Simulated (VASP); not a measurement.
Runs of VASP 6.6.1 on Ni. The structure is that of space group P4/mmm (No. 123), or close to it. The cells are those of the table. 

| cell | k mesh | gap on the mesh (eV) | moment (μB) |
| --- | --- | --- | --- |
| a = 2.260, b = 2.260, c = 23.800 Å, 1 atom | 24 × 24 × 1 | none | 0.86 |
| a = 2.259, b = 2.259, c = 23.800 Å, 1 atom | 24 × 24 × 1 | none | 0.85 |
| a = 2.260, b = 2.260, c = 23.800 Å, 1 atom | 8 × 8 × 1 | none | 0.87 |
| a = 2.043, b = 2.043, c = 14.000 Å, 1 atom | 8 × 8 × 1 | none | (a) |

Alike in all rows: task single point; level PBE; potentials or basis VASP PAW PBE potentials, release 64 (Ni); spin collinear, ferromagnetic start; cutoff (eV) 520; smearing gaussian 0.1 eV.

Problem. Fill in the values left out.

Solution. (a) 0.71.

Caveats: some runs use coarse meshes.

A gap of «none» marks levels without a gap at the run's occupations.
